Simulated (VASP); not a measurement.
# Y (Fm-3m) in VASP: a series of runs

The runs below take Y through single point, with PBE.

Program: VASP 6.6.1. These are calculated values, not measurements. Logs are shortened: lines on timing, memory, paths and dates and some standing lists are left out, and cuts for length are marked.

## (1) The cell of the first run

The structure is cubic, space group Fm-3m (No. 225). The conventional cell has a = 5.061 Å, b = 5.061 Å, c = 5.061 Å, α = 90.00°, β = 90.00°, γ = 90.00°. Y (site symmetry m-3m) has 12 Y at 3.58 Å within 4.7 Å.

## (2) Single point, PBE, non-collinear spin, zero start, spin-orbit coupling

INCAR reads:

```
SYSTEM = Y
  ALGO = Normal
  EDIFF = 1E-6
  ENCUT = 520
  GGA = PE
  GGA_COMPAT = .FALSE.
  ISIF = 2
  ISMEAR = -1
  LASPH = .TRUE.
  LCHARG = .FALSE.
  LMAXMIX = 4
  LNONCOLLINEAR = .TRUE.
  LORBIT = 11
  LORBMOM = .TRUE.
  LREAL = .FALSE.
  LSORBIT = .TRUE.
  LWAVE = .FALSE.
  MAGMOM = 0 0 0
  NBANDS = 22
  NELM = 150
  PREC = Accurate
  SIGMA = 0.05
```

KPOINTS reads:

```
k-points
0
G
  7 7 7
  0 0 0
```

POSCAR reads:

```
Y
1.0
    0.0000000000      2.5304361897      2.5304361897
    2.5304361897      0.0000000000      2.5304361897
    2.5304361897      2.5304361897      0.0000000000
Y
1
Direct
    0.0000000000      0.0000000000      0.0000000000
```

Potentials or basis: VASP PAW PBE potentials, release 64 (Y_sv).

Command:

```sh
> cat potpaw_PBE.64/Y_sv/POTCAR > POTCAR
> mpirun -np 1 vasp_ncl > vasp.out
```

OUTCAR:

```text
SYSTEM = Y
   EDIFF = 1E-6
   ENCUT = 520
   GGA = PE
   ISIF = 2
   ISMEAR = -1
   LASPH = .TRUE.
   LNONCOLLINEAR = .TRUE.
   LORBIT = 11
   LREAL = .FALSE.
   LSORBIT = .TRUE.
   NELM = 150
   PREC = Accurate

 ion  position               nearest neighbor table
   1  0.000  0.000  0.000-

  LATTYP: Found a face centered cubic cell.
 ALAT       =     5.0608723794

  Lattice vectors:

 A1 = (   0.0000000000,   2.5304361897,   2.5304361897)
 A2 = (   2.5304361897,   0.0000000000,   2.5304361897)
 A3 = (   2.5304361897,   2.5304361897,   0.0000000000)

Analysis of symmetry for initial positions (statically):
=====================================================================
 Subroutine PRICEL returns:
 Original cell was already a primitive cell.

 Routine SETGRP: Setting up the symmetry group for a
 face centered cubic supercell.

 Subroutine GETGRP returns: Found 48 space group operations
 (whereof 48 operations were pure point group operations)
 out of a pool of 48 trial point group operations.

The static configuration has the point symmetry O_h .

Analysis of symmetry for dynamics (positions and initial velocities):
=====================================================================
 Subroutine PRICEL returns:
 Original cell was already a primitive cell.

 Routine SETGRP: Setting up the symmetry group for a
 face centered cubic supercell.

 Subroutine GETGRP returns: Found 48 space group operations
 (whereof 48 operations were pure point group operations)
 out of a pool of 48 trial point group operations.

The dynamic configuration has the point symmetry O_h .

Analysis of structural, dynamic, and magnetic symmetry:
=====================================================================
 Subroutine PRICEL returns:
 Original cell was already a primitive cell.

 Routine SETGRP: Setting up the symmetry group for a
 face centered cubic supercell.

 Subroutine GETGRP returns: Found 48 space group operations
 (whereof 48 operations were pure point group operations)
 out of a pool of 48 trial point group operations.

The overall configuration has the point symmetry O_h .

 Subroutine INISYM returns: Found 48 space group operations
 (whereof 48 operations are pure point group operations),
 and found     1 'primitive' translations

----------------------------------------------------------------------------------------

                                     Primitive cell

  volume of cell :      32.4053

  direct lattice vectors                    reciprocal lattice vectors
     0.000000000  2.530436190  2.530436190    -0.197594392  0.197594392  0.197594392
     2.530436190  0.000000000  2.530436190     0.197594392 -0.197594392  0.197594392
     2.530436190  2.530436190  0.000000000     0.197594392  0.197594392 -0.197594392

  length of vectors
     3.578577178  3.578577178  3.578577178     0.342243526  0.342243526  0.342243526

  position of ions in fractional coordinates (direct lattice)
     0.000000000  0.000000000  0.000000000

  ion indices of the primitive-cell ions
   primitive index   ion index
                 1           1

----------------------------------------------------------------------------------------

 KPOINTS: k-points

Automatic generation of k-mesh.
 Grid dimensions read from file:
 generate k-points for:    7    7    7

 Generating k-lattice:

  Cartesian coordinates                     Fractional coordinates (reciprocal lattice)
    -0.028227770  0.028227770  0.028227770     0.142857143  0.000000000  0.000000000
     0.028227770 -0.028227770  0.028227770     0.000000000  0.142857143  0.000000000
     0.028227770  0.028227770 -0.028227770     0.000000000  0.000000000  0.142857143

[... 48 lines left out ...]
   LASPH  =      T    aspherical Exc in radial PAW
   ENCUT  =  520.0 eV  38.22 Ry    6.18 a.u.   6.65  6.65  6.65*2*pi/ulx,y,z
   NELM   =    150;   NELMIN=  2; NELMDL= -5     # of ELM steps
   EDIFF  = 0.1E-05   stopping-criterion for ELM
   LREAL  =      F    real-space projection
   EDIFFG = 0.1E-04   stopping-criterion for IOM
   NSW    =      0    number of steps for IOM
   IBRION =     -1    ionic relax: 0-MD 1-quasi-New 2-CG
   NFREE  =      0    steps in history (QN), initial steepest desc. (CG)
   ISIF   =      2    stress and relaxation
   ISYM   =      2    0-nonsym 1-usesym 2-fastsym
   POTIM  = 0.5000    time-step for ionic-motion
   TEBEG  =    0.0;   TEEND  =   0.0 temperature during run
   PSTRESS=    0.0 pullay stress
   NELECT =      11.0000    total number of electrons
   NUPDOWN=      -1.0000    fix difference up-down
   EMIN   =  10.00;   EMAX   =-10.00  energy-range for DOS
   EFERMI =   0.00;   METHOD = LEGACY
   ISMEAR =    -1;   SIGMA  =   0.05  broadening in eV -4-tet -1-fermi 0-gaus
   EFERMI_NEDOS =   21; number of points for ismear=-14 and -15
   IALGO  =     38    algorithm
   IMIX   =      4    mixing-type and parameters
     AMIX     =   0.40;   BMIX     =  1.00
     AMIX_MAG =   1.60;   BMIX_MAG =  1.00
  volume/ion in A,a.u.               =      32.41       218.68
  Fermi-wavevector in a.u.,A,eV,Ry     =   1.142002  2.158072 17.744302  1.304169
  Thomas-Fermi vector in A             =   2.278701
   LORBIT       =     11    0 simple, 1 ext, 2 COOP (PROOUT), +10 PAW based schemes
   GGA     = PE    functional components
   LHFCALC =     F    Hartree Fock is set to
   AEXX    =    0.0000 exact exchange contribution
   IVDW    =     0    specifies the selected vdW correction
   LEPSILON=     F    determine dielectric tensor
   LRPA    =     F    only Hartree local field effects (RPA)
  energy-cutoff  :      520.00
  volume of cell :       32.41
 maximum number of plane-waves:      1786
   NGX = 13   NGY = 13   NGZ = 13

 number of electron      11.0000000 magnetization       0.0000000      0.0000000     -0.0000000

 number of electron      11.0000000 magnetization       0.0000000      0.0000000      0.0000000

 number of electron      11.0000000 magnetization      -0.0000000     -0.0000000     -0.0000000

 Free energy of the ion-electron system (eV)
  ---------------------------------------------------
  ext. energy  EPLUGINS =         0.00000000
  ---------------------------------------------------
  free energy    TOTEN  =        -6.46645389 eV

  energy without entropy =       -6.45610435  energy(sigma->0) =       -6.46127912

 E-fermi :   3.1275     XC(G=0):  -9.4756

 val. band max:        3.0284351214   @ k =   0.2857   0.2857   0.0000
 cond. band min:       3.2006779993   @ k =   0.4286   0.2857   0.1429
 fundamental gap:      0.1722428779
 Fermi energy:         3.1275237500

 k-point     1 :       0.0000    0.0000    0.0000
  band No.  band energies     occupation
      1     -39.5485      1.00000
      2     -39.5485      1.00000
      3     -20.2134      1.00000
      4     -20.2134      1.00000
      5     -18.7694      1.00000
      6     -18.7694      1.00000
[... 489 lines left out ...]
     21      10.9491      0.00000
     22      10.9491      0.00000

------------------------ aborting loop because EDIFF is reached ----------------------------------------

  FORCE on cell =-STRESS in cart. coord.  units (eV):
  Direction    XX          YY          ZZ          XY          YZ          ZX
  --------------------------------------------------------------------------------------
  -------------------------------------------------------------------------------------
  Total       -0.0336166     -0.0336166     -0.0336166      0.0000000      0.0000000     -0.0000000
  in kB       -1.6620665     -1.6620665     -1.6620665      0.0000000      0.0000000     -0.0000000
  external PRESSURE =      -1.6620665 kB  Pullay stress =       0.0000000 kB

 VOLUME and BASIS-vectors are now :
 -----------------------------------------------------------------------------
  energy-cutoff  :      520.00
  volume of cell :       32.41
      direct lattice vectors                 reciprocal lattice vectors
     0.000000000  2.530436190  2.530436190    -0.197594392  0.197594392  0.197594392
     2.530436190  0.000000000  2.530436190     0.197594392 -0.197594392  0.197594392
     2.530436190  2.530436190  0.000000000     0.197594392  0.197594392 -0.197594392

 POSITION                                       TOTAL-FORCE (eV/Angst)
 -----------------------------------------------------------------------------------
      0.00000      0.00000      0.00000         0.000000      0.000000      0.000000
 -----------------------------------------------------------------------------------
    total drift:                               -0.000000     -0.000000     -0.000000

  FREE ENERGIE OF THE ION-ELECTRON SYSTEM (eV)
  ---------------------------------------------------
  free  energy   TOTEN  =        -6.4664538895 eV

  energy  without entropy=       -6.4561043479  energy(sigma->0) =       -6.46127912

 orbital moment (x)

 # of ion     p       d       f       tot
 ------------------------------------------------
  1         0.000   0.000   0.000   0.000
 ------------------------------------------------
            0.000   0.000   0.000   0.000

 orbital moment (y)

 # of ion     p       d       f       tot
 ------------------------------------------------
  1         0.000  -0.000  -0.000  -0.000
 ------------------------------------------------
            0.000  -0.000  -0.000  -0.000

 orbital moment (z)

 # of ion     p       d       f       tot
 ------------------------------------------------
  1         0.000   0.000   0.000   0.000
 ------------------------------------------------
            0.000   0.000   0.000   0.000

 Spin-Orbit-Coupling matrix elements

 Ion:    1  E_soc:     -0.0986215
 l=   1
     0.0000000    -0.0162914    -0.0162914
    -0.0162914     0.0000000    -0.0162914
    -0.0162914    -0.0162914     0.0000000
 l=   2
     0.0000000    -0.0000078     0.0000000    -0.0000078    -0.0001377
    -0.0000078     0.0000000    -0.0001033    -0.0000078    -0.0000344
     0.0000000    -0.0001033     0.0000000    -0.0001033     0.0000000
    -0.0000078    -0.0000078    -0.0001033     0.0000000    -0.0000344
    -0.0001377    -0.0000344     0.0000000    -0.0000344     0.0000000
 l=   3
     0.0000000     0.0000000     0.0000000     0.0000000     0.0000000     0.0000000     0.0000000
     0.0000000     0.0000000     0.0000000     0.0000000     0.0000000     0.0000000     0.0000000
     0.0000000     0.0000000     0.0000000     0.0000000     0.0000000     0.0000000     0.0000000
     0.0000000     0.0000000     0.0000000     0.0000000     0.0000000     0.0000000     0.0000000
     0.0000000     0.0000000     0.0000000     0.0000000     0.0000000     0.0000000     0.0000000
     0.0000000     0.0000000     0.0000000     0.0000000     0.0000000     0.0000000     0.0000000
     0.0000000     0.0000000     0.0000000     0.0000000     0.0000000     0.0000000     0.0000000

 total charge

# of ion       s       p       d       f       tot
--------------------------------------------------
    1        2.283   6.211   0.954   0.006   9.454

 magnetization (x)

# of ion       s       p       d       f       tot
--------------------------------------------------
    1       -0.000   0.000   0.000   0.000   0.000

 magnetization (y)

# of ion       s       p       d       f       tot
--------------------------------------------------
    1       -0.000   0.000   0.000   0.000  -0.000

 magnetization (z)

# of ion       s       p       d       f       tot
--------------------------------------------------
    1        0.000  -0.000  -0.000  -0.000   0.000
```

Run time: 43 s. Hardware: 1 thread of AMD EPYC 7R43 (Zen 3), shared host; peak memory 0.22 GiB.

What came out:

* Free energy: -6.4665 eV
* Pressure: -0.2 GPa
* Net moment: 0.00 μB per cell
* Valence electrons inside the program's atomic spheres: Y 9.45

Moments on the atoms (μB; x, y, z):
```
Y   0.00 0.00 0.00
```

## (3) Single point, PBE

This run uses another cell than the first one, of 33.24 Å³/atom, 1.026 times its volume.

INCAR reads:

```
  PREC = Accurate
  ENCUT = 520
  EDIFF = 1E-6
  ISMEAR = -1
  SIGMA = 0.05
  LREAL = F
  LASPH = T
  NELM = 60
  ALGO = Normal
  ISIF = 2
  LWAVE = F
  LCHARG = F
  GGA = PE
  NBANDS = 12
```

KPOINTS reads:

```
Automatic mesh
0
Gamma
  9 9 9
```

POSCAR reads:

```
Y
1.0
    0.0000000000      2.5519910612      2.5519910612
    2.5519910612      0.0000000000      2.5519910612
    2.5519910612      2.5519910612      0.0000000000
Y
1
Direct
    0.0000000000      0.0000000000      0.0000000000
```

Potentials or basis: VASP PAW PBE potentials, release 64 (Y_sv).

Command:

```sh
> cat potpaw_PBE.64/Y_sv/POTCAR > POTCAR
> mpirun -np 1 vasp_std > vasp.out
```

OUTCAR:

```text
PREC = Accurate
   ENCUT = 520
   EDIFF = 1E-6
   ISMEAR = -1
   LREAL = F
   LASPH = T
   NELM = 60
   ISIF = 2
   GGA = PE

 ion  position               nearest neighbor table
   1  0.000  0.000  0.000-

  LATTYP: Found a face centered cubic cell.
 ALAT       =     5.1039821224

  Lattice vectors:

 A1 = (   0.0000000000,   2.5519910612,   2.5519910612)
 A2 = (   2.5519910612,   0.0000000000,   2.5519910612)
 A3 = (   2.5519910612,   2.5519910612,   0.0000000000)

Analysis of symmetry for initial positions (statically):
=====================================================================
 Subroutine PRICEL returns:
 Original cell was already a primitive cell.

 Routine SETGRP: Setting up the symmetry group for a
 face centered cubic supercell.

 Subroutine GETGRP returns: Found 48 space group operations
 (whereof 48 operations were pure point group operations)
 out of a pool of 48 trial point group operations.

The static configuration has the point symmetry O_h .

Analysis of symmetry for dynamics (positions and initial velocities):
=====================================================================
 Subroutine PRICEL returns:
 Original cell was already a primitive cell.

 Routine SETGRP: Setting up the symmetry group for a
 face centered cubic supercell.

 Subroutine GETGRP returns: Found 48 space group operations
 (whereof 48 operations were pure point group operations)
 out of a pool of 48 trial point group operations.

The dynamic configuration has the point symmetry O_h .

 Subroutine INISYM returns: Found 48 space group operations
 (whereof 48 operations are pure point group operations),
 and found     1 'primitive' translations

----------------------------------------------------------------------------------------

                                     Primitive cell

  volume of cell :      33.2405

[... 106 lines left out ...]
     AMIX_MAG =   1.60;   BMIX_MAG =  1.00
  volume/ion in A,a.u.               =      33.24       224.32
  Fermi-wavevector in a.u.,A,eV,Ry     =   1.132357  2.139844 17.445821  1.282232
  Thomas-Fermi vector in A             =   2.269058
   LORBIT       =      0    0 simple, 1 ext, 2 COOP (PROOUT), +10 PAW based schemes
   GGA     = PE    functional components
   LHFCALC =     F    Hartree Fock is set to
   AEXX    =    0.0000 exact exchange contribution
   IVDW    =     0    specifies the selected vdW correction
   LEPSILON=     F    determine dielectric tensor
   LRPA    =     F    only Hartree local field effects (RPA)
 non-spin polarized calculation
  energy-cutoff  :      520.00
  volume of cell :       33.24
 maximum number of plane-waves:       914
   NGX = 13   NGY = 13   NGZ = 13

 number of electron      11.0000001 magnetization

 Free energy of the ion-electron system (eV)
  ---------------------------------------------------
  ext. energy  EPLUGINS =         0.00000000
  ---------------------------------------------------
  free energy    TOTEN  =        -6.41170242 eV

  energy without entropy =       -6.39772796  energy(sigma->0) =       -6.40471519

 E-fermi :   3.0253     XC(G=0):  -9.3791

 val. band max:        2.9807826087   @ k =  -0.4444   0.2222   0.1111
 cond. band min:       3.0253729441   @ k =   0.3333   0.2222   0.0000
 fundamental gap:      0.0445903354
 Fermi energy:         3.0253106355

 k-point     1 :       0.0000    0.0000    0.0000
  band No.  band energies     occupation
      1     -39.7436      2.00000
      2     -19.4556      2.00000
      3     -19.4556      2.00000
      4     -19.4556      2.00000
      5      -1.7279      2.00000
      6       4.7571      0.00000
      7       4.7571      0.00000
      8       4.7571      0.00000
      9       6.7109      0.00000
     10       6.7109      0.00000
     11      11.9022      0.00000
     12      15.1084      0.00000
[... 331 lines left out ...]
 k-point    24 :       0.4444    0.4444    0.0000
  band No.  band energies     occupation
      1     -39.6674      2.00000
      2     -19.9352      2.00000
      3     -19.6383      2.00000
      4     -19.6383      2.00000
      5       1.2867      2.00000
      6       2.2163      2.00000
      7       4.8039      0.00000
      8       8.0767      0.00000
      9       8.1425      0.00000
     10       8.1425      0.00000
     11      11.1127      0.00000
     12      11.1127      0.00000

 [... further k-points ...]
[... 5 lines left out ...]
  --------------------------------------------------------------------------------------
  -------------------------------------------------------------------------------------
  Total       -0.1981988     -0.1981988     -0.1981988      0.0000000      0.0000000     -0.0000000
  in kB       -9.5530970     -9.5530970     -9.5530970      0.0000000      0.0000000     -0.0000000
  external PRESSURE =      -9.5530970 kB  Pullay stress =       0.0000000 kB

 VOLUME and BASIS-vectors are now :
 -----------------------------------------------------------------------------
  energy-cutoff  :      520.00
  volume of cell :       33.24
      direct lattice vectors                 reciprocal lattice vectors
     0.000000000  2.551991061  2.551991061    -0.195925451  0.195925451  0.195925451
     2.551991061  0.000000000  2.551991061     0.195925451 -0.195925451  0.195925451
     2.551991061  2.551991061  0.000000000     0.195925451  0.195925451 -0.195925451

 POSITION                                       TOTAL-FORCE (eV/Angst)
 -----------------------------------------------------------------------------------
      0.00000      0.00000      0.00000         0.000000      0.000000      0.000000
 -----------------------------------------------------------------------------------
    total drift:                               -0.000000     -0.000000     -0.000000

  FREE ENERGIE OF THE ION-ELECTRON SYSTEM (eV)
  ---------------------------------------------------
  free  energy   TOTEN  =        -6.4117024154 eV

  energy  without entropy=       -6.3977279590  energy(sigma->0) =       -6.40471519
```

OSZICAR:

```text
N       E                     dE             d eps       ncg     rms          rms(c)
DAV:   1     0.244220165668E+02    0.24422E+02   -0.55475E+03   848   0.820E+02
DAV:   2    -0.540283113732E+01   -0.29825E+02   -0.29037E+02  1024   0.166E+02
DAV:   3    -0.657738078961E+01   -0.11745E+01   -0.11575E+01  1184   0.216E+01
DAV:   4    -0.660832686910E+01   -0.30946E-01   -0.30936E-01   972   0.333E+00
DAV:   5    -0.660916568809E+01   -0.83882E-03   -0.83878E-03  1096   0.401E-01    0.221E+01
DAV:   6    -0.644479807094E+01    0.16437E+00   -0.19721E-01   892   0.295E+00    0.136E+01
DAV:   7    -0.641598658506E+01    0.28811E-01   -0.29423E-01   976   0.360E+00    0.112E+00
DAV:   8    -0.641185956131E+01    0.41270E-02   -0.39604E-02   980   0.150E+00    0.174E-01
DAV:   9    -0.641174253599E+01    0.11703E-03   -0.80278E-04  1008   0.240E-01    0.943E-02
DAV:  10    -0.641170110196E+01    0.41434E-04   -0.18742E-04   976   0.114E-01    0.329E-02
DAV:  11    -0.641170297099E+01   -0.18690E-05   -0.21301E-05   952   0.378E-02    0.153E-02
DAV:  12    -0.641170241540E+01    0.55558E-06   -0.99360E-07   864   0.893E-03
   1 F= -.64117024E+01 E0= -.64047152E+01  d E =-.139745E-01
```

It took 16 s on 1 thread of Intel Xeon Platinum 8259CL at 2.50GHz (Skylake/Cascade Lake), shared host; peak memory 0.17 GiB.

Results:

```yaml
Free_energy: -6.4117 eV
Pressure: -1.0 GPa
```
